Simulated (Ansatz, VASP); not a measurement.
**One calculation of C, two programs**

```
C
1.0
     2.58898   -0.00001    0.00000
     1.29450    2.13535    0.00000
     0.00000    0.00000   26.00154
C
2
Direct
  0.16485 0.16717 0.50000
  0.49973 0.49741 0.50000
```

Change from the starting cell: strain along x +0.050, atoms relaxed.

Alike in both runs: functional PBE; dispersion D3(BJ); k mesh 21 × 21 × 1; occupations gaussian, width 0.1 eV; no spin polarisation.

Ansatz relaxed the structure, and its values are those at the end. VASP's run is a single point on that final structure, the one shown.

|  | VASP | Ansatz |
| --- | --- | --- |
| version | VASP 6.6.1 | Ansatz 0.2.0 |
| potentials or method | VASP PAW PBE potentials, release 64 (C), cutoff 520 eV | scalar-relativistic, plane waves, PAW |
| valence electrons in the cell | 8 | 8 |

Ansatz gave:

| Quantity | Value |
| --- | --- |
| gap on the k mesh at the Fermi level (eV) | 0.53 |
| least direct gap on the mesh (eV) | 0.53 |
| rms of the force components (eV/Å) | 0.004 |

Q: Estimate VASP's values.

A: gap on the k mesh at the Fermi level (eV): 0.53; least direct gap on the mesh (eV): 0.53; rms of the force components (eV/Å): 0.002.

Ansatz's warnings: stress scf threshold loose, structure snapped to symmetry.
